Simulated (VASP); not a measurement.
The system is C.

```
C
1.0
     2.55529    0.00000    0.00000
    -1.27764    2.21295    0.00000
     0.00000    0.00000    8.34550
C
8
Direct
  0.66667 0.33333 0.84375
  0.33333 0.66667 0.34375
  0.66667 0.33333 0.65625
  0.33333 0.66667 0.15625
  0.00000 0.00000 0.90625
  0.00000 0.00000 0.40625
  0.00000 0.00000 0.59375
  0.00000 0.00000 0.09375
```

Base run:

```yaml
Program: VASP 6.6.1
Functional: r2SCAN
Dispersion: rVV10
Potentials_or_basis: VASP PAW PBE potentials, release 64 (C)
Cutoff: 520 eV
k_mesh: 12 × 12 × 4
Occupations: fermi-dirac, width 0.05 eV
Spin: no spin polarisation
```

Its results: band gap on the k mesh 4.48 eV (least direct gap 5.31 eV); pressure -18.1 GPa; largest force 0.338 eV/Å.

Task: The run is repeated on the same cell with these changes: functional from r2SCAN to RPBE; dispersion from rVV10 to D3(BJ). What comes out?

Result: Band gap on the k mesh 4.32 eV (least direct gap 5.10 eV); pressure -24.8 GPa; largest force 0.311 eV/Å.

Several settings changed at once.

Caveats: the cell stands under tension; the PAW data sets were made with another functional, which shifts forces and pressure a little.

A k mesh can miss the band edges.
